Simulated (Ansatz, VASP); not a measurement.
## One calculation of Cd4SeS3, two programs

```
Cd Se S
1.0
    -2.99708    2.99708    5.99002
     2.99708   -2.99708    5.99002
     2.99708    2.99708   -5.99002
Cd Se S
4 1 3
Direct
  0.88529 0.37073 0.00000
  0.37073 0.88529 0.00000
  0.11471 0.11471 0.48544
  0.62927 0.62927 0.51456
  0.50000 0.50000 0.00000
  0.75000 0.25000 0.50000
  0.25000 0.75000 0.50000
  0.00000 0.00000 0.00000
```

Alike in both runs: functional PBE; k mesh 6 × 6 × 6; no spin polarisation.

Ansatz relaxed the structure, and its values are those at the end. VASP's run is a single point on that final structure, the one shown.

|  | VASP | Ansatz |
| --- | --- | --- |
| version | VASP 6.6.1 | Ansatz 0.2.0 |
| potentials or method | VASP PAW PBE potentials, release 64 (Cd, Se, S), cutoff 520 eV | scalar-relativistic, plane waves, PAW |
| occupations | gaussian, width 0.01 eV | fixed |
| valence electrons in the cell | 72 | 114 |

VASP gave:

| Quantity | Value |
| --- | --- |
| gap on the k mesh at the Fermi level (eV) | 0.89 |
| least direct gap on the mesh (eV) | 0.89 |
| pressure (GPa) | 0.3 |

Problem. What did Ansatz give for the same quantities?

Solution. gap on the k mesh at the Fermi level (eV): 0.89; least direct gap on the mesh (eV): 0.89; pressure (GPa): 0.0.

VASP's potentials hold 72 valence electrons a cell and Ansatz's 114, so a difference there can come from the potentials and not from the codes.
